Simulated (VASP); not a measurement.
# Al5Ru3 (a cell with a defect) in VASP: relaxation of the atoms with PBE

Aim: the relaxation of the atoms of Al5Ru3 (a cell with a defect) with PBE.

All numbers are computed with VASP 6.6.1; they aren't measurements. Logs are shortened: lines on timing, memory, paths and dates and some standing lists are left out, and cuts for length are marked.

## Step 1: The cell of the first run

The cell holds a defect, 8 atoms: a = 5.203 Å, b = 5.203 Å, c = 5.203 Å, α = 109.47°, β = 109.47°, γ = 109.47°.

## Step 2: Relaxation of the atoms, PBE

The input, INCAR:

```
SYSTEM = Al5Ru3
ALGO     = Normal         ! electronic algorithm
EDIFF    = 1E-6           ! SCF threshold, eV
EDIFFG   = -0.025         ! ionic threshold
ENCUT    = 520            ! plane-wave cutoff, eV
GGA      = PE             ! functional
IBRION   = 2              ! ionic algorithm
ISIF     = 2              ! what is computed and relaxed
ISMEAR   = 0              ! smearing method
LASPH    = .True.         ! aspherical terms in the spheres
LCHARG   = .False.        ! write CHGCAR
LREAL    = .False.        ! projectors in reciprocal space
LWAVE    = .False.        ! write WAVECAR
NELM     = 80             ! most SCF steps
NSW      = 65             ! ionic steps
PREC     = Accurate       ! precision mode
SIGMA    = 0.1            ! smearing width, eV
```

The input, KPOINTS:

```
Automatic mesh
0
Gamma
  6 6 6
  0.5 0.5 0.5
```

The input, POSCAR:

```
Al5Ru3
1.0
   -3.0041768547      3.0041768547      3.0041768547
    3.0041768547     -3.0041768547      3.0041768547
    3.0041768547      3.0041768547     -3.0041768547
Al Ru
5 3
Direct
    0.0000000000      0.0000000000      0.0000000000
    0.5000000000      0.5000000000      0.0000000000
    0.5000000000      0.0000000000      0.5000000000
    0.0000000000      0.5000000000      0.5000000000
    0.5000000000      0.5000000000      0.5000000000
    0.0000000000      0.0000000000      0.5000000000
    0.0000000000      0.5000000000      0.0000000000
    0.5000000000      0.0000000000      0.0000000000
```

Potentials or basis: VASP PAW PBE potentials, release 64 (Al, Ru_pv).

The run is started by

```console
$ cat potpaw_PBE.64/Al/POTCAR potpaw_PBE.64/Ru_pv/POTCAR > POTCAR
$ mpirun -np 1 vasp_std > vasp.out
```

OUTCAR:

```text
SYSTEM = Al5Ru3
   EDIFF = 1E-6
   EDIFFG = -0.025
   ENCUT = 520
   GGA = PE
   IBRION = 2
   ISIF = 2
   ISMEAR = 0
   LASPH = .True.
   LREAL = .False.
   NELM = 80
   NSW = 65
   PREC = Accurate

 ion  position               nearest neighbor table
   1  0.000  0.000  0.000-   5 2.60   6 2.60   7 2.60   8 2.60   6 2.60   7 2.60   8 2.60   5 2.60
                             4 3.00   4 3.00   2 3.00   3 3.00   2 3.00   3 3.00
   2  0.500  0.500  0.000-   5 2.60   6 2.60   7 2.60   8 2.60   5 2.60   8 2.60   7 2.60   6 2.60
                             4 3.00   3 3.00   1 3.00   4 3.00   1 3.00   3 3.00
   3  0.500  0.000  0.500-   5 2.60   6 2.60   7 2.60   8 2.60   8 2.60   5 2.60   6 2.60   7 2.60
                             4 3.00   2 3.00   1 3.00   1 3.00   4 3.00   2 3.00
   4  0.000  0.500  0.500-   5 2.60   6 2.60   7 2.60   8 2.60   7 2.60   6 2.60   5 2.60   8 2.60
                             3 3.00   1 3.00   1 3.00   2 3.00   3 3.00   2 3.00
   5  0.500  0.500  0.500-   1 2.60   2 2.60   3 2.60   4 2.60   2 2.60   3 2.60   4 2.60   1 2.60
                             7 3.00   8 3.00   8 3.00   7 3.00   6 3.00   6 3.00
   6  0.000  0.000  0.500-   1 2.60   2 2.60   3 2.60   4 2.60   1 2.60   4 2.60   3 2.60   2 2.60
                             7 3.00   7 3.00   8 3.00   8 3.00   5 3.00   5 3.00
   7  0.000  0.500  0.000-   1 2.60   2 2.60   3 2.60   4 2.60   4 2.60   1 2.60   2 2.60   3 2.60
                             6 3.00   6 3.00   8 3.00   5 3.00   8 3.00   5 3.00
   8  0.500  0.000  0.000-   1 2.60   2 2.60   3 2.60   4 2.60   3 2.60   2 2.60   1 2.60   4 2.60
                             6 3.00   5 3.00   7 3.00   6 3.00   7 3.00   5 3.00

  LATTYP: Found a body centered cubic cell.
 ALAT       =     6.0083537094

  Lattice vectors:

 A1 = (  -3.0041768547,   3.0041768547,   3.0041768547)
 A2 = (   3.0041768547,  -3.0041768547,   3.0041768547)
 A3 = (   3.0041768547,   3.0041768547,  -3.0041768547)

Analysis of symmetry for initial positions (statically):
=====================================================================
 Subroutine PRICEL returns:
 Original cell was already a primitive cell.

 Routine SETGRP: Setting up the symmetry group for a
 body centered cubic supercell.

 Subroutine GETGRP returns: Found 48 space group operations
 (whereof 12 operations were pure point group operations)
 out of a pool of 48 trial point group operations.

The static configuration has the point symmetry D_3d.
 The point group associated with its full space group is O_h .

Analysis of symmetry for dynamics (positions and initial velocities):
=====================================================================
 Subroutine PRICEL returns:
 Original cell was already a primitive cell.

 Routine SETGRP: Setting up the symmetry group for a
 body centered cubic supercell.

 Subroutine GETGRP returns: Found 48 space group operations
 (whereof 12 operations were pure point group operations)
 out of a pool of 48 trial point group operations.

The dynamic configuration has the point symmetry D_3d.
 The point group associated with its full space group is O_h .

 Subroutine INISYM returns: Found 48 space group operations
 (whereof 12 operations are pure point group operations),
 and found     1 'primitive' translations

----------------------------------------------------------------------------------------

                                     Primitive cell

  volume of cell :     108.4517

  direct lattice vectors                    reciprocal lattice vectors
    -3.004176855  3.004176855  3.004176855     0.000000000  0.166434942  0.166434942
     3.004176855 -3.004176855  3.004176855     0.166434942  0.000000000  0.166434942
     3.004176855  3.004176855 -3.004176855     0.166434942  0.166434942  0.000000000

  length of vectors
     5.203386947  5.203386947  5.203386947     0.235374552  0.235374552  0.235374552

  position of ions in fractional coordinates (direct lattice)
     0.000000000  0.000000000  0.000000000
     0.500000000  0.500000000  0.000000000
     0.500000000  0.000000000  0.500000000
     0.000000000  0.500000000  0.500000000
     0.500000000  0.500000000  0.500000000
     0.000000000  0.000000000  0.500000000
     0.000000000  0.500000000  0.000000000
     0.500000000  0.000000000  0.000000000

  ion indices of the primitive-cell ions
   primitive index   ion index
                 1           1
                 2           2
                 3           3
                 4           4
                 5           5
                 6           6
                 7           7
                 8           8

----------------------------------------------------------------------------------------

 KPOINTS: Automatic mesh

Automatic generation of k-mesh.
 Grid dimensions read from file:
 generate k-points for:    6    6    6

 Generating k-lattice:

  Cartesian coordinates                     Fractional coordinates (reciprocal lattice)
     0.000000000  0.027739157  0.027739157     0.166666667  0.000000000  0.000000000
     0.027739157  0.000000000  0.027739157     0.000000000  0.166666667  0.000000000
     0.027739157  0.027739157  0.000000000     0.000000000  0.000000000  0.166666667

  Length of vectors
     0.039229092  0.039229092  0.039229092

  Shift w.r.t. Gamma in fractional coordinates (k-lattice)
     0.500000000  0.500000000  0.500000000

 Subroutine IBZKPT returns following result:
 ===========================================

 Found     14 irreducible k-points:

 Following reciprocal coordinates:
            Coordinates               Weight
  0.083333  0.083333  0.083333      8.000000
  0.250000  0.083333  0.083333     24.000000
  0.416667  0.083333  0.083333     12.000000
 -0.083333  0.083333  0.083333      6.000000
  0.250000  0.250000  0.083333     24.000000
 -0.250000  0.250000  0.083333     24.000000
 -0.416667  0.416667  0.083333     24.000000
 -0.250000  0.416667  0.083333     24.000000
 -0.416667 -0.416667  0.083333     24.000000
  0.250000  0.250000  0.250000      2.000000
 -0.250000  0.250000  0.250000      6.000000
 -0.416667  0.416667  0.250000     24.000000
 -0.416667 -0.416667  0.250000      8.000000
 -0.416667  0.416667  0.416667      6.000000
   k-points           NKPTS =     14   k-points in BZ     NKDIM =     14   number of bands    NBANDS=     34
   number of dos      NEDOS =    301   number of ions     NIONS =      8
   total plane-waves  NPLWV =  64000
   dimension x,y,z NGX =    40 NGY =   40 NGZ =   40
   dimension x,y,z NGXF=    80 NGYF=   80 NGZF=   80
   ions per type =               5   3
   NGX,Y,Z   is equivalent  to a cutoff of  12.78, 12.78, 12.78 a.u.
   NGXF,Y,Z  is equivalent  to a cutoff of  25.56, 25.56, 25.56 a.u.
 SYSTEM =  Al5Ru3
   PREC   = accura    normal or accurate (medium, high low for compatibility)
   ISTART =      0    job   : 0-new  1-cont  2-samecut
   ICHARG =      2    charge: 1-file 2-atom 10-const
   ISPIN  =      1    spin polarized calculation?
   LNONCOLLINEAR =      F non collinear calculations
   LSORBIT =      F    spin-orbit coupling
   LASPH  =      T    aspherical Exc in radial PAW
   ENCUT  =  520.0 eV  38.22 Ry    6.18 a.u.   9.67  9.67  9.67*2*pi/ulx,y,z
   NELM   =     80;   NELMIN=  2; NELMDL= -5     # of ELM steps
   EDIFF  = 0.1E-05   stopping-criterion for ELM
   LREAL  =      F    real-space projection
   EDIFFG = -.3E-01   stopping-criterion for IOM
   NSW    =     65    number of steps for IOM
   IBRION =      2    ionic relax: 0-MD 1-quasi-New 2-CG
   NFREE  =      1    steps in history (QN), initial steepest desc. (CG)
   ISIF   =      2    stress and relaxation
   ISYM   =      2    0-nonsym 1-usesym 2-fastsym
   POTIM  = 0.5000    time-step for ionic-motion
   TEBEG  =    0.0;   TEEND  =   0.0 temperature during run
   PSTRESS=    0.0 pullay stress
   NELECT =      57.0000    total number of electrons
   NUPDOWN=      -1.0000    fix difference up-down
   EMIN   =  10.00;   EMAX   =-10.00  energy-range for DOS
   EFERMI =   0.00;   METHOD = LEGACY
   ISMEAR =     0;   SIGMA  =   0.10  broadening in eV -4-tet -1-fermi 0-gaus
   EFERMI_NEDOS =   21; number of points for ismear=-14 and -15
   IALGO  =     38    algorithm
   IMIX   =      4    mixing-type and parameters
     AMIX     =   0.40;   BMIX     =  1.00
     AMIX_MAG =   1.60;   BMIX_MAG =  1.00
  volume/ion in A,a.u.               =      13.56        91.48
  Fermi-wavevector in a.u.,A,eV,Ry     =   1.321157  2.496624 23.748353  1.745455
  Thomas-Fermi vector in A             =   2.450931
   LORBIT       =      0    0 simple, 1 ext, 2 COOP (PROOUT), +10 PAW based schemes
   GGA     = PE    functional components
   LHFCALC =     F    Hartree Fock is set to
   AEXX    =    0.0000 exact exchange contribution
   IVDW    =     0    specifies the selected vdW correction
   LEPSILON=     F    determine dielectric tensor
   LRPA    =     F    only Hartree local field effects (RPA)
 conjugate gradient relaxation of ions
 non-spin polarized calculation
 Gauss-broadening in eV      SIGMA  =   0.10
  energy-cutoff  :      520.00
  volume of cell :      108.45
 maximum number of plane-waves:      2952
   NGX = 19   NGY = 19   NGZ = 19

 number of electron      56.9999980 magnetization

 Free energy of the ion-electron system (eV)
  ---------------------------------------------------
  ext. energy  EPLUGINS =         0.00000000
  ---------------------------------------------------
  free energy    TOTEN  =       -50.75409737 eV

  energy without entropy =      -50.73943571  energy(sigma->0) =      -50.74676654

 E-fermi :  10.7730     XC(G=0): -12.1040

 val. band max:       10.5840475926   @ k =  -0.4167   0.4167   0.2500
 cond. band min:      10.7792222521   @ k =  -0.2500   0.4167   0.0833
 fundamental gap:      0.1951746595
 Fermi energy:        10.7730404105

 k-point     1 :       0.0833    0.0833    0.0833
  band No.  band energies     occupation
      1     -31.4275      2.00000
      2     -31.4275      2.00000
      3     -31.4267      2.00000
      4     -31.3831      2.00000
      5     -31.3815      2.00000
      6     -31.3815      2.00000
[... 26 lines left out ...]
     33      14.0431      0.00000
     34      14.0462      0.00000

 k-point     2 :       0.2500    0.0833    0.0833
  band No.  band energies     occupation
      1     -31.4277      2.00000
      2     -31.3944      2.00000
      3     -31.3923      2.00000
      4     -31.3837      2.00000
      5     -31.3809      2.00000
      6     -31.3802      2.00000
[... 26 lines left out ...]
     33      13.6092      0.00000
     34      13.7185      0.00000

 k-point     3 :       0.4167    0.0833    0.0833
  band No.  band energies     occupation
      1     -31.4279      2.00000
      2     -31.3862      2.00000
      3     -31.3813      2.00000
      4     -31.3810      2.00000
      5     -31.3451      2.00000
      6     -31.3444      2.00000
[... 26 lines left out ...]
     33      13.6025      0.00000
     34      13.8825      0.00000
[... 334 lines left out ...]
 k-point    13 :      -0.4167   -0.4167    0.2500
  band No.  band energies     occupation
      1     -31.4330      2.00000
      2     -31.4323      2.00000
      3     -31.4323      2.00000
      4     -31.3786      2.00000
      5     -31.3772      2.00000
      6     -31.3772      2.00000
[... 26 lines left out ...]
     33      13.4711      0.00000
     34      13.4711      0.00000

 k-point    14 :      -0.4167    0.4167    0.4167
  band No.  band energies     occupation
      1     -31.4453      2.00000
      2     -31.4453      2.00000
      3     -31.4339      2.00000
      4     -31.3779      2.00000
      5     -31.3779      2.00000
      6     -31.3765      2.00000
[... 26 lines left out ...]
     33      12.9285      0.00000
     34      13.2570      0.00000

------------------------ aborting loop because EDIFF is reached ----------------------------------------

  FORCE on cell =-STRESS in cart. coord.  units (eV):
  Direction    XX          YY          ZZ          XY          YZ          ZX
  --------------------------------------------------------------------------------------
  -------------------------------------------------------------------------------------
  Total        2.6591318      2.6591318      2.6591318      0.0000000      0.0000000      0.0000000
  in kB       39.2838433     39.2838433     39.2838433      0.0000000      0.0000000      0.0000000
  external PRESSURE =      39.2838433 kB  Pullay stress =       0.0000000 kB

 VOLUME and BASIS-vectors are now :
 -----------------------------------------------------------------------------
  energy-cutoff  :      520.00
  volume of cell :      108.45
      direct lattice vectors                 reciprocal lattice vectors
    -3.004176855  3.004176855  3.004176855     0.000000000  0.166434942  0.166434942
     3.004176855 -3.004176855  3.004176855     0.166434942  0.000000000  0.166434942
     3.004176855  3.004176855 -3.004176855     0.166434942  0.166434942  0.000000000

 POSITION                                       TOTAL-FORCE (eV/Angst)
 -----------------------------------------------------------------------------------
      0.00000      0.00000      0.00000         0.000000     -0.000000      0.000000
      0.00000      0.00000      3.00418         0.000000     -0.000000     -0.000000
      0.00000      3.00418      0.00000         0.000000      0.000000      0.000000
      3.00418      0.00000      0.00000        -0.000000     -0.000000      0.000000
      1.50209      1.50209      1.50209         0.000000     -0.000000      0.000000
      1.50209      1.50209     -1.50209        -0.000000      0.000000      0.000000
      1.50209     -1.50209      1.50209        -0.000000      0.000000     -0.000000
     -1.50209      1.50209      1.50209        -0.000000      0.000000     -0.000000
 -----------------------------------------------------------------------------------
    total drift:                                0.000000     -0.000000      0.000000

  FREE ENERGIE OF THE ION-ELECTRON SYSTEM (eV)
  ---------------------------------------------------
  free  energy   TOTEN  =       -50.7540973737 eV

  energy  without entropy=      -50.7394357078  energy(sigma->0) =      -50.74676654

 reached required accuracy - stopping structural energy minimisation
```

It took 55 s on 1 thread of AMD EPYC 7R13 (Zen 3), shared host; peak memory 0.22 GiB.

What came out:

```
Free energy             : -50.7541 eV
Pressure after relaxing : 3.9 GPa
Band gap on the k mesh  : zero (an odd number of electrons rules out a gap without spin polarisation)
```

Final structure:
```xyz
8
Lattice="-3.0042 3.0042 3.0042 3.0042 -3.0042 3.0042 3.0042 3.0042 -3.0042" Properties=species:S:1:pos:R:3 pbc="T T T"
Al    0.0000    0.0000    0.0000
Al    0.0000    0.0000    3.0042
Al    0.0000    3.0042    0.0000
Al    3.0042    0.0000    0.0000
Al    1.5021    1.5021    1.5021
Ru    1.5021    1.5021   -1.5021
Ru    1.5021   -1.5021    1.5021
Ru   -1.5021    1.5021    1.5021
```

Caveat: the relaxation stopped at its first step, so nothing moved.
